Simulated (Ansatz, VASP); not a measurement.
Two plane-wave programs on P

```
P
1.0
     3.28373    0.00000    0.00000
     0.00000   34.85703    0.00000
     0.00000    0.00000    4.63208
P
4
Cartesian
  0.0000 33.8752 2.7673
  0.0000 0.9818 1.8647
  1.6419 0.9818 0.4513
  1.6419 33.8752 4.1808
```

Change from the starting cell: mode 7 (349.0 1/cm) frozen in, largest displacement -0.060 Å.

Alike in both runs: task single point; functional PBEsol; k mesh 8 × 1 × 6; occupations gaussian, width 0.05 eV; no spin polarisation.

|  | VASP | Ansatz |
| --- | --- | --- |
| version | VASP 6.6.1 | Ansatz 0.2.0 |
| potentials or method | VASP PAW PBE potentials, release 64 (P), cutoff 520 eV | scalar-relativistic, plane waves, PAW |
| valence electrons in the cell | 20 | 20 |

```csv
,VASP,Ansatz,Ansatz less VASP
gap on the k mesh at the Fermi level (eV),1.13,1.10,-0.032
least direct gap on the mesh (eV),1.16,1.13,-0.022
rms of the force components (eV/Å),0.606,0.617,+0.0101
```

VASP's potentials were made for PBE, not for PBEsol. Atom by atom the forces differ by 0.010 eV/Å (rms over components).
